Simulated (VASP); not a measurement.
WAu, 2 atoms in the cell. The structure is cubic, space group F-43m (No. 216). Conventional cell: a = 5.496 Å, b = 5.496 Å, c = 5.496 Å, α = 90.00°, β = 90.00°, γ = 90.00°. W (site symmetry -43m) has 4 Au at 2.38 Å within 3.1 Å. Au (site symmetry -43m) has 4 W at 2.38 Å within 3.1 Å. 

```yaml
Program: VASP 6.6.1
Task: single point
Functional: r2SCAN
Potentials_or_basis: VASP PAW PBE potentials, release 64 (W_sv, Au)
Cutoff: 520 eV
k_mesh: 8 × 8 × 8
Occupations: fermi-dirac, width 0.05 eV
Spin: no spin polarisation
Dipole_correction: no
Further_INCAR_settings: ALGO = Normal; EDIFF = 1e-06; NBANDS = 20
```

Potentials or basis: VASP PAW PBE potentials, release 64 (W_sv, Au).

The run is started by

```bash
$ cat potpaw_PBE.64/W_sv/POTCAR potpaw_PBE.64/Au/POTCAR > POTCAR
$ cp INCAR.step1 INCAR
$ mpirun -np 1 vasp_std > vasp.out
$ cp INCAR.step2 INCAR
$ mpirun -np 1 vasp_std > vasp.out
```

Hardware: 1 thread of Intel Xeon 6975P-C (shared host).

Estimate the wall time of this run.

Run time: 73 s on 1 thread of Intel Xeon 6975P-C, on a shared host, peak memory 0.19 GiB. Counts: k points 29.
